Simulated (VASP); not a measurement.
Here is a VASP 6.6.1 calculation.

Contents of INCAR:

```
SYSTEM = I
PREC = Accurate
ENCUT = 520
EDIFF = 1E-6
ISMEAR = -1
SIGMA = 0.05
LREAL = .False.
LASPH = .True.
NELM = 100
ALGO = Normal
ISIF = 2
LWAVE = .False.
LCHARG = .False.
GGA = PS
NBANDS = 22
```

KPOINTS

```
regular mesh
0
Gamma
  8 8 3
  0 0 0
```

File POSCAR:

```
I
1.0
    3.6552252378     -2.1138190195      0.0000000000
    3.6552252378      2.1138190195      0.0000000000
    0.0000000000      0.0000000000      9.4618299946
I
4
Direct
    0.8307187399      0.1692812601      0.1228187161
    0.6692812601      0.3307187399      0.6228187161
    0.1692812601      0.8307187399      0.8771812839
    0.3307187399      0.6692812601      0.3771812839
```

Potentials or basis: VASP PAW PBE potentials, release 64 (I).

Command:

```bash
$ cat potpaw_PBE.64/I/POTCAR > POTCAR
$ mpirun -np 1 vasp_std > vasp.out
```

(1) Estimate the largest force.

(2) What does it give for the pressure?

(3) What does it give for the band gap on the k mesh?

## Answers

(1) 0.418 eV/Å.

(2) 3.0 GPa.

(3) 0.86 eV (least direct gap 1.17 eV).

Caveat: the PAW data sets were made with another functional, which shifts forces and pressure a little; spin-orbit coupling is left out, which moves the levels of the heavy elements.
